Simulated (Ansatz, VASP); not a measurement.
# LiTaO2 in VASP and in Ansatz

Contents of INCAR:

```
PREC = Accurate ; ENCUT = 600
EDIFF = 1E-7 ; ISMEAR = 0
SIGMA = 0.1 ; LREAL = F
LASPH = T ; NELM = 100
ALGO = Normal ; ISIF = 3
LWAVE = F ; LCHARG = F
GGA = PE ; IBRION = 2
NSW = 100 ; EDIFFG = -0.01
```

File KPOINTS:

```
Automatic mesh
0
Gamma
  18 18 8
```

POSCAR

```
LiTaO2
1.0
    2.8566576123      0.0000000000      0.0000000000
   -1.4283288062      2.4739380622      0.0000000000
    0.0000000000      0.0000000000      5.5626004160
Li Ta O
1 1 2
Direct
    0.0000000000      0.0000000000      0.5000000000
    0.0000000000      0.0000000000      0.0000000000
    0.6666666667      0.3333333333      0.2551799955
    0.3333333333      0.6666666667      0.7448200045
```

Input for Ansatz:

```yaml
crystal:
  lattice:
    - [2.8566576123, 0.0, 0.0]
    - [-1.4283288062, 2.4739380622, 0.0]
    - [0.0, 0.0, 5.562600416]
  atoms:
    - { symbol: Li, position: [0.0, 0.0, 0.5] }
    - { symbol: Ta, position: [0.0, 0.0, 0.0] }
    - { symbol: O, position: [0.6666666667, 0.3333333333, 0.2551799955] }
    - { symbol: O, position: [0.3333333333, 0.6666666667, 0.7448200045] }
basis:
  ecutwfc: 420
kpoints:
  mp_grid: { grid: [18, 18, 8] }
hamiltonian:
  xc: pbe
scf:
  occupations: { method: gaussian, width: 0.1 }
output:
  forces: true
  stress: true
  eigenvalues: true
  write_density: true
  write_potential: true
  elf: true
  volumetric_format: npy
relax:
  adjacent_minimum: "off"
  f_tol: 0.01
  max_steps: 80
  cell: { stress_tol: 0.05 }
```

Alike in both runs: task relaxation of cell and atoms; functional PBE; k mesh 18 × 18 × 8; occupations gaussian, width 0.1 eV; no spin polarisation.

|  | VASP | Ansatz |
| --- | --- | --- |
| version | VASP 6.6.1 | Ansatz 0.2.0 |
| potentials or method | VASP PAW PBE potentials, release 64 (Li_sv, Ta_pv, O), cutoff 600 eV | scalar-relativistic, plane waves, PAW |
| valence electrons in the cell | 26 | 28 |

|  | VASP | Ansatz | Ansatz less VASP |
| --- | --- | --- | --- |
| gap on the k mesh at the Fermi level, each at its own relaxed structure (eV) | none | none | - |
| relaxed volume (Å³/atom) | 9.83 | 9.83 | -0.001 |
| relaxed cell length with the largest relative difference (Å) | 5.572 | 5.573 | +0.0013 |

A gap of «none» marks a metal or a gap that the smearing closes. VASP's potentials hold 26 valence electrons a cell and Ansatz's 28, so a difference there can come from the potentials and not from the codes.

Neither program's run includes spin-orbit coupling. Noted on VASP's run: the cutoff is short for stress, so the pressure is rough.
